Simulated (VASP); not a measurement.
## WF3: single point with PBE

Crystal: WF3.

```
CELL_PARAMETERS angstrom
2.98455 0.00000 0.00000
0.00000 2.98455 0.00000
0.00000 0.00000 6.69659
ATOMIC_POSITIONS crystal
W 0.50000 0.50000 0.37573
F 0.50000 0.50000 0.65432
F 0.00000 0.00000 0.15409
F 0.00000 0.00000 0.49733
```

The cell was generated, and may not be a known phase.

* Program: VASP 6.6.1
* Task: single point
* Functional: PBE
* Potentials or basis: VASP PAW PBE potentials, release 64 (W_sv, F)
* Cutoff: 600 eV
* k mesh: 7 × 7 × 3
* Occupations: gaussian, width 0.2 eV
* Spin: no spin polarisation
* Dipole correction: no
* Further INCAR settings: ALGO = Normal; EDIFF = 1e-06; NBANDS = 26

| Item | Value |
| --- | --- |
| Pressure | 1.1 GPa |
| Largest force | 0.451 eV/Å |
| Band gap on the k mesh | zero (an odd number of electrons rules out a gap without spin polarisation) |

Forces on the atoms (eV/Å):
```
W    0.000  0.000 -0.451
F    0.000  0.000  0.414
F    0.000  0.000 -0.018
F    0.000  0.000  0.055
```

Stress tensor (GPa, compression positive):
```
0.76 0.00 0.00
0.00 0.76 0.00
0.00 0.00 1.66
```

Levels at points of the mesh, in eV from the Fermi level:
| k point | band 14 | band 15 | band 16 | band 17 | band 18 | band 19 | band 20 | band 21 | band 22 | band 23 |
| --- | --- | --- | --- | --- | --- | --- | --- | --- | --- | --- |
| (0.00, 0.00, 0.00) | -4.62 | -4.44 | -4.44 | -4.43 | -0.81 | 0.69 | 1.33 | 1.33 | 1.39 | 7.16 |

Run time: 51 s on 1 thread of Intel Xeon 8259CL, on a shared host, peak memory 0.19 GiB.

Caveat: spin-orbit coupling is left out, which moves the levels of the heavy elements; an odd number of electrons without spin polarisation forces a metal; a magnetic or distorted state may lie lower.
